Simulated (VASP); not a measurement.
TaN, 2 atoms in the cell. It takes space group P-6m2 (No. 187, hexagonal). The conventional cell has a = 2.938 Å, b = 2.938 Å, c = 2.883 Å, α = 90.00°, β = 90.00°, γ = 120.00°. Within 2.9 Å of Ta (site symmetry -6m2) lie 6 N at 2.23 Å and 2 Ta at 2.88 Å. Within 2.9 Å of N (site symmetry -6m2) lie 6 Ta at 2.23 Å and 2 N at 2.88 Å. 

| Property | Result |
| --- | --- |
| Program | VASP 6.6.1 |
| Task | electric field gradients |
| Functional | PBE |
| Potentials or basis | VASP PAW PBE potentials, release 64 (Ta_pv, N) |
| Cutoff | 520 eV |
| k mesh | 12 × 12 × 10 |
| Occupations | fermi-dirac, width 0.02 eV |
| Spin | no spin polarisation |
| Dipole correction | no |
| Further INCAR settings | ALGO = Normal; EDIFF = 1e-08; NBANDS = 15 |

Potentials or basis: VASP PAW PBE potentials, release 64 (Ta_pv, N).

Command:

```bash
$ cat potpaw_PBE.64/Ta_pv/POTCAR potpaw_PBE.64/N/POTCAR > POTCAR
$ mpirun -np 1 vasp_std > vasp.out
```

Hardware: 1 thread of Intel Xeon 8259CL, with other jobs on the host.

Q: How long does it take, and how much memory?

A: Run time: 48 s on 1 thread of Intel Xeon 8259CL (shared host), peak memory 0.17 GiB. Counts: scf iterations 15, k points 114.
